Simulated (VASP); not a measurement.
CdS:

```
Cd S
1.0
     0.00000    2.75324    2.75324
     2.75324    0.00000    2.75324
     2.75324    2.75324    0.00000
Cd S
1 1
Direct
  0.00000 0.00000 0.00000
  0.50000 0.50000 0.50000
```

```yaml
Program: VASP 6.6.1
Task: relaxation of cell and atoms
Functional: PBEsol
Potentials_or_basis: VASP PAW PBE potentials, release 64 (Cd, S)
Cutoff: 600 eV
k_mesh: 16 × 16 × 16
Occupations: fermi-dirac, width 0.1 eV
Spin: no spin polarisation
```

At the start: pressure -4.0 GPa; volume 20.87 Å³/atom.

**Question.** Where does the relaxation end?

**Answer.** Over 6 steps the energy falls by 14.4 meV/atom and the volume is 19.77 Å³/atom (-5.3 %); space group Fm-3m (No. 225, to 0.05 Å).

The path:
```csv
step,energy change (eV),largest force (eV/Å),pressure (GPa),volume (Å³)
1,0.0000,0.0000,-3.99,41.74
2,-0.0238,0.0000,1.94,38.68
3,-0.0289,0.0000,-0.03,39.54
4,-0.0289,0.0000,0.08,39.50
5,-0.0289,0.0000,-0.02,39.55
6,-0.0289,0.0000,0.00,39.54
```

Final structure:
```xyz
2
Lattice="0.0000 2.7040 2.7040 2.7040 0.0000 2.7040 2.7040 2.7040 0.0000" Properties=species:S:1:pos:R:3 pbc="T T T"
Cd    0.0000    2.7040    2.7040
S     2.7040    2.7040    2.7040
```

Caveat: the PAW data sets were made with another functional, which shifts forces and pressure a little.
